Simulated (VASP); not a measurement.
The system is Lu.

```xyz
2
Lattice="3.3824 0.0000 0.0000 -1.6912 2.9292 0.0000 0.0000 0.0000 5.2524" Properties=species:S:1:pos:R:3 pbc="T T T"
Lu    0.0000    1.9528    1.3131
Lu    1.6912    0.9764    3.9393
```

Program: VASP 6.6.1. Alike in all runs: task single point; level LDA; potentials or basis VASP PAW PBE potentials, release 64 (Lu); no spin polarisation; cell as given; k mesh 11 × 11 × 6; cutoff (eV) 520.

Task: Order these runs on this cell by their pressure, lowest first.
A. smearing fermi-dirac 0.6 eV
B. smearing methfessel-paxton 0.03 eV
C. smearing fermi-dirac 1 eV

Result: B (-0.1 GPa), A (3.1 GPa), C (5.8 GPa).

Caveats: the PAW data sets were made with another functional, which shifts forces and pressure a little.
